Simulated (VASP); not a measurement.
# MgS (Immm) in VASP: further runs

MgS is run at these levels: PBEsol; tasks: single point.

Program: VASP 6.6.1. These are calculated values, not measurements. Logs are shortened: lines on timing, memory, paths and dates and some standing lists are left out, and cuts for length are marked.

## (1) The cell of the first run

Symmetry: Immm, No. 71, orthorhombic system. The conventional cell has a = 3.609 Å, b = 3.884 Å, c = 5.104 Å, α = 90.00°, β = 90.00°, γ = 90.00°. Mg (site symmetry mmm) has 6 S at 2.55 to 2.65 Å within 3.4 Å. Within 3.4 Å of S (site symmetry mmm) lie 6 Mg at 2.55 to 2.65 Å.

## (2) Single point, PBEsol (uniaxial strain along a: +6.0 %)

Input file INCAR:

```
SYSTEM = MgS
ALGO = Normal
EDIFF = 1E-7
ENCUT = 520
GGA = PS
ISIF = 2
ISMEAR = 0
LASPH = .True.
LCHARG = .False.
LREAL = .False.
LWAVE = .False.
NBANDS = 16
NELM = 60
PREC = Accurate
SIGMA = 0.02
```

Input file KPOINTS:

```
k-points
0
Gamma
  6 6 6
  0 0 0
```

Input file POSCAR:

```
MgS
1.0
    2.7464320246      2.7464320246      0.0000000000
   -2.5521090040      2.5521090040      0.0000000000
    0.0000000000      0.0000000000      5.1042180081
Mg S
2 2
Direct
    0.0000000000      0.0000000000      0.0000000000
    0.5000000000      0.5000000000      0.5000000000
    0.5000000000      0.5000000000      0.0000000000
    0.0000000000      0.0000000000      0.5000000000
```

Potentials or basis: VASP PAW PBE potentials, release 64 (Mg, S).

Run with:

```console
$ cat potpaw_PBE.64/Mg/POTCAR potpaw_PBE.64/S/POTCAR > POTCAR
$ mpirun -np 1 vasp_std > vasp.out
```

OUTCAR:

```text
SYSTEM = MgS
   EDIFF = 1E-7
   ENCUT = 520
   GGA = PS
   ISIF = 2
   ISMEAR = 0
   LASPH = .True.
   LREAL = .False.
   NELM = 60
   PREC = Accurate

 ion  position               nearest neighbor table
   1  0.000  0.000  0.000-   4 2.55   4 2.55   3 2.65   3 2.65   3 2.65   3 2.65
   2  0.500  0.500  0.500-   3 2.55   3 2.55   4 2.65   4 2.65   4 2.65   4 2.65
   3  0.500  0.500  0.000-   2 2.55   2 2.55   1 2.65   1 2.65   1 2.65   1 2.65
   4  0.000  0.000  0.500-   1 2.55   1 2.55   2 2.65   2 2.65   2 2.65   2 2.65

  LATTYP: Found a simple orthorhombic cell.
 ALAT       =     3.6092271661
 B/A-ratio  =     1.0761421320
 C/A-ratio  =     1.4142135624

  Lattice vectors:

 A1 = (   2.5521090040,  -2.5521090040,   0.0000000000)
 A2 = (   2.7464320246,   2.7464320246,   0.0000000000)
 A3 = (   0.0000000000,   0.0000000000,   5.1042180081)

Analysis of symmetry for initial positions (statically):
=====================================================================
 Subroutine PRICEL returns following result:

  LATTYP: Found a body centered orthorhombic cell.
 ALAT       =     3.6092271661
 B/A-ratio  =     1.0761421320
 C/A-ratio  =     1.4142135624

  Lattice vectors:

 A1 = (   2.6492705143,   0.0971615103,  -2.5521090041)
 A2 = (  -2.6492705143,  -0.0971615103,  -2.5521090040)
 A3 = (   0.0971615103,   2.6492705143,   2.5521090040)

   2 primitive cells build up your supercell.

 Routine SETGRP: Setting up the symmetry group for a
 simple orthorhombic supercell.

 Subroutine GETGRP returns: Found  8 space group operations
 (whereof  8 operations were pure point group operations)
 out of a pool of  8 trial point group operations.

The static configuration has the point symmetry D_2h.

Analysis of symmetry for dynamics (positions and initial velocities):
=====================================================================
 Subroutine PRICEL returns following result:

  LATTYP: Found a body centered orthorhombic cell.
 ALAT       =     3.6092271661
 B/A-ratio  =     1.0761421320
 C/A-ratio  =     1.4142135624

  Lattice vectors:

 A1 = (   2.6492705143,   0.0971615103,  -2.5521090041)
 A2 = (  -2.6492705143,  -0.0971615103,  -2.5521090040)
 A3 = (   0.0971615103,   2.6492705143,   2.5521090040)

   2 primitive cells build up your supercell.
[... 106 lines left out ...]
   ENCUT  =  520.0 eV  38.22 Ry    6.18 a.u.   7.22  6.71  9.49*2*pi/ulx,y,z
   NELM   =     60;   NELMIN=  2; NELMDL= -5     # of ELM steps
   EDIFF  = 0.1E-06   stopping-criterion for ELM
   LREAL  =      F    real-space projection
   EDIFFG = 0.1E-05   stopping-criterion for IOM
   NSW    =      0    number of steps for IOM
   IBRION =     -1    ionic relax: 0-MD 1-quasi-New 2-CG
   NFREE  =      0    steps in history (QN), initial steepest desc. (CG)
   ISIF   =      2    stress and relaxation
   ISYM   =      2    0-nonsym 1-usesym 2-fastsym
   POTIM  = 0.5000    time-step for ionic-motion
   TEBEG  =    0.0;   TEEND  =   0.0 temperature during run
   PSTRESS=    0.0 pullay stress
   NELECT =      16.0000    total number of electrons
   NUPDOWN=      -1.0000    fix difference up-down
   EMIN   =  10.00;   EMAX   =-10.00  energy-range for DOS
   EFERMI =   0.00;   METHOD = LEGACY
   ISMEAR =     0;   SIGMA  =   0.02  broadening in eV -4-tet -1-fermi 0-gaus
   EFERMI_NEDOS =   21; number of points for ismear=-14 and -15
   IALGO  =     38    algorithm
   IMIX   =      4    mixing-type and parameters
     AMIX     =   0.40;   BMIX     =  1.00
     AMIX_MAG =   1.60;   BMIX_MAG =  1.00
  volume/ion in A,a.u.               =      17.89       120.72
  Fermi-wavevector in a.u.,A,eV,Ry     =   0.993663  1.877751 13.433929  0.987366
  Thomas-Fermi vector in A             =   2.125560
   LORBIT       =      0    0 simple, 1 ext, 2 COOP (PROOUT), +10 PAW based schemes
   GGA     = PS    functional components
   LHFCALC =     F    Hartree Fock is set to
   AEXX    =    0.0000 exact exchange contribution
   IVDW    =     0    specifies the selected vdW correction
   LEPSILON=     F    determine dielectric tensor
   LRPA    =     F    only Hartree local field effects (RPA)
 non-spin polarized calculation
 Gauss-broadening in eV      SIGMA  =   0.02
  energy-cutoff  :      520.00
  volume of cell :       71.55
 maximum number of plane-waves:      1960
 NGX is ok and might be reduce to    30
   NGX = 15   NGY = 13   NGZ = 19

 number of electron      15.9999996 magnetization

 Free energy of the ion-electron system (eV)
  ---------------------------------------------------
  ext. energy  EPLUGINS =         0.00000000
  ---------------------------------------------------
  free energy    TOTEN  =       -18.05452932 eV

  energy without entropy =      -18.05452932  energy(sigma->0) =      -18.05452932

 E-fermi :   4.0615     XC(G=0):  -9.7711

 val. band max:        3.9165846473   @ k =   0.0000   0.0000   0.0000
 cond. band min:       5.9340132799   @ k =   0.0000   0.0000   0.0000
 fundamental gap:      2.0174286326
 Fermi energy:         4.0615348340

 k-point     1 :       0.0000    0.0000    0.0000
  band No.  band energies     occupation
      1      -9.0534      2.00000
      2      -7.3217      2.00000
      3      -0.6071      2.00000
      4       1.3375      2.00000
      5       2.2303      2.00000
      6       3.3141      2.00000
[... 433 lines left out ...]
      3      -0.4358      2.00000
      4      -0.4358      2.00000
      5       1.5995      2.00000
      6       1.5995      2.00000
[... 8 lines left out ...]
     15      12.4905      0.00000
     16      12.4905      0.00000

 [... further k-points ...]

------------------------ aborting loop because EDIFF is reached ----------------------------------------

  FORCE on cell =-STRESS in cart. coord.  units (eV):
  Direction    XX          YY          ZZ          XY          YZ          ZX
  --------------------------------------------------------------------------------------
  -------------------------------------------------------------------------------------
  Total       -1.4009435     -1.4009435      0.0660175     -1.6314267      0.0000000      0.0000000
  in kB      -31.3692337    -31.3692337      1.4782323    -36.5301001      0.0000000      0.0000000
  external PRESSURE =     -20.4200783 kB  Pullay stress =       0.0000000 kB

 VOLUME and BASIS-vectors are now :
 -----------------------------------------------------------------------------
  energy-cutoff  :      520.00
  volume of cell :       71.55
      direct lattice vectors                 reciprocal lattice vectors
     2.746432025  2.746432025  0.000000000     0.182054387  0.182054387  0.000000000
    -2.552109004  2.552109004  0.000000000    -0.195916397  0.195916397  0.000000000
     0.000000000  0.000000000  5.104218008     0.000000000  0.000000000  0.195916397

 POSITION                                       TOTAL-FORCE (eV/Angst)
 -----------------------------------------------------------------------------------
      0.00000      0.00000      0.00000         0.000000      0.000000      0.000000
      0.09716      2.64927      2.55211        -0.000000      0.000000      0.000000
      0.09716      2.64927      0.00000         0.000000     -0.000000     -0.000000
      0.00000      0.00000      2.55211         0.000000      0.000000     -0.000000
 -----------------------------------------------------------------------------------
    total drift:                               -0.000000      0.000000      0.000000

  FREE ENERGIE OF THE ION-ELECTRON SYSTEM (eV)
  ---------------------------------------------------
  free  energy   TOTEN  =       -18.0545293161 eV

  energy  without entropy=      -18.0545293161  energy(sigma->0) =      -18.05452932
```

OSZICAR:

```text
N       E                     dE             d eps       ncg     rms          rms(c)
DAV:   1     0.575840876914E+02    0.57584E+02   -0.63755E+03  2064   0.832E+02
DAV:   2    -0.140799256370E+02   -0.71664E+02   -0.64657E+02  2976   0.138E+02
DAV:   3    -0.187793565233E+02   -0.46994E+01   -0.46808E+01  2704   0.384E+01
DAV:   4    -0.188240723058E+02   -0.44716E-01   -0.44709E-01  2576   0.463E+00
DAV:   5    -0.188247293499E+02   -0.65704E-03   -0.65702E-03  2640   0.564E-01    0.575E+00
DAV:   6    -0.181451348187E+02    0.67959E+00   -0.89656E-01  2208   0.451E+00    0.417E+00
DAV:   7    -0.180608204666E+02    0.84314E-01   -0.28873E-01  2544   0.258E+00    0.260E+00
DAV:   8    -0.180556903235E+02    0.51301E-02   -0.26169E-02  2416   0.925E-01    0.122E+00
DAV:   9    -0.180545449707E+02    0.11454E-02   -0.20843E-03  2320   0.279E-01    0.279E-01
DAV:  10    -0.180545278487E+02    0.17122E-04   -0.32609E-04  2648   0.865E-02    0.337E-02
DAV:  11    -0.180545314188E+02   -0.35701E-05   -0.66293E-06  2536   0.153E-02    0.362E-02
DAV:  12    -0.180545295139E+02    0.19049E-05   -0.24518E-06  2336   0.807E-03    0.109E-02
DAV:  13    -0.180545293406E+02    0.17328E-06   -0.36426E-07  2448   0.318E-03    0.267E-04
DAV:  14    -0.180545293161E+02    0.24537E-07   -0.61096E-09  1272   0.520E-04
   1 F= -.18054529E+02 E0= -.18054529E+02  d E =-.805526E-27
```

It took 95 s on 1 thread of Intel Xeon 8259CL, shared host; peak memory 0.22 GiB.

What came out:

| Item | Value |
| --- | --- |
| Free energy | -18.0545 eV |
| Pressure | -2.0 GPa |
| Band gap on the k mesh | 2.02 eV |

Levels at points of the mesh, in eV from the valence-band top:
```tsv
k point	band 5	band 6	band 7	band 8	band 9	band 10	band 11	band 12
(0.00, 0.00, 0.00)	-1.69	-0.60	-0.51	0.00	2.02	3.02	4.02	6.80
(0.50, 0.00, 0.00)	-2.84	-2.84	-0.73	-0.73	5.43	5.43	7.05	7.05
(0.00, 0.50, 0.00)	-2.64	-2.64	-1.32	-1.32	4.69	4.69	6.94	6.94
(0.50, 0.50, 0.00)	-2.14	-2.14	-1.83	-1.83	2.38	2.38	3.97	3.97
(0.00, 0.00, 0.50)	-1.76	-1.76	-0.97	-0.97	4.35	4.35	5.42	5.42
(0.50, 0.00, 0.50)	-0.88	-0.88	-0.69	-0.69	4.26	4.26	6.69	6.69
(0.00, 0.50, 0.50)	-1.27	-1.27	-0.96	-0.96	3.67	3.67	5.77	5.77
(0.50, 0.50, 0.50)	-3.48	-3.48	-2.88	-2.88	4.99	4.99	7.42	7.42
```

Caveat: the cell differs from its parent crystal (uniaxial strain along a: +6.0 %); the PAW data sets were made with another functional, which shifts forces and pressure a little. A k mesh can miss the band edges.

## (3) Single point, PBEsol (uniaxial strain along a: +6.0 %, then relaxed in part)

Input file INCAR:

```
PREC     = Accurate       # precision mode
ENCUT    = 520            # plane-wave cutoff, eV
EDIFF    = 1E-6           # SCF threshold, eV
ISMEAR   = 0              # smearing method
SIGMA    = 0.02           # smearing width, eV
LREAL    = F              # projectors in reciprocal space
LASPH    = T              # aspherical terms in the spheres
NELM     = 80             # most SCF steps
ALGO     = Normal         # electronic algorithm
ISIF     = 2              # what is computed and relaxed
LWAVE    = F              # write WAVECAR
LCHARG   = F              # write CHGCAR
GGA      = PS             # functional
NBANDS   = 16             # bands
```

Input file KPOINTS:

```
Automatic mesh
0
Gamma
  6 6 6
```

POSCAR: that of step 2 with these lines changed.

```diff
@@ -3,4 +3,4 @@
     2.7464320246      2.7464320246      0.0000000000
-   -2.5521090040      2.5521090040      0.0000000000
-    0.0000000000      0.0000000000      5.1042180081
+   -2.5648078007      2.5648078007      0.0000000000
+    0.0000000000      0.0000000000      5.1095563838
 Mg S
```

Potentials or basis: VASP PAW PBE potentials, release 64 (Mg, S).

Run with:

```console
$ cat potpaw_PBE.64/Mg/POTCAR potpaw_PBE.64/S/POTCAR > POTCAR
$ mpirun -np 1 vasp_std > vasp.out
```

It took 91 s on 1 thread of Intel Xeon 8259CL, shared host; peak memory 0.22 GiB.

The run converged. Its results:

```yaml
Free_energy: -18.0550 eV
Pressure: -2.4 GPa
Band_gap_on_the_k_mesh: 2.05 eV
```

Stress tensor (GPa, compression positive):
```
-3.57 -3.37  0.00
-3.37 -3.57  0.00
 0.00  0.00 -0.20
```

Levels at points of the mesh, in eV from the valence-band top:
| k point | band 5 | band 6 | band 7 | band 8 | band 9 | band 10 | band 11 | band 12 |
| --- | --- | --- | --- | --- | --- | --- | --- | --- |
| (0.00, 0.00, 0.00) | -1.69 | -0.56 | -0.49 | 0.00 | 2.05 | 3.01 | 4.04 | 6.87 |
| (0.50, 0.00, 0.00) | -2.79 | -2.79 | -0.73 | -0.73 | 5.42 | 5.42 | 7.03 | 7.03 |
| (0.00, 0.50, 0.00) | -2.61 | -2.61 | -1.28 | -1.28 | 4.72 | 4.72 | 6.93 | 6.93 |
| (0.50, 0.50, 0.00) | -2.11 | -2.11 | -1.79 | -1.79 | 2.39 | 2.39 | 4.01 | 4.01 |
| (0.00, 0.00, 0.50) | -1.71 | -1.71 | -0.97 | -0.97 | 4.39 | 4.39 | 5.42 | 5.42 |
| (0.50, 0.00, 0.50) | -0.85 | -0.85 | -0.68 | -0.68 | 4.26 | 4.26 | 6.71 | 6.71 |
| (0.00, 0.50, 0.50) | -1.22 | -1.22 | -0.93 | -0.93 | 3.71 | 3.71 | 5.82 | 5.82 |
| (0.50, 0.50, 0.50) | -3.43 | -3.43 | -2.85 | -2.85 | 5.00 | 5.00 | 7.45 | 7.45 |

Caveat: the cell differs from its parent crystal (uniaxial strain along a: +6.0 %, then relaxed in part); the PAW data sets were made with another functional, which shifts forces and pressure a little.

(Continued in part 2 of 2.)
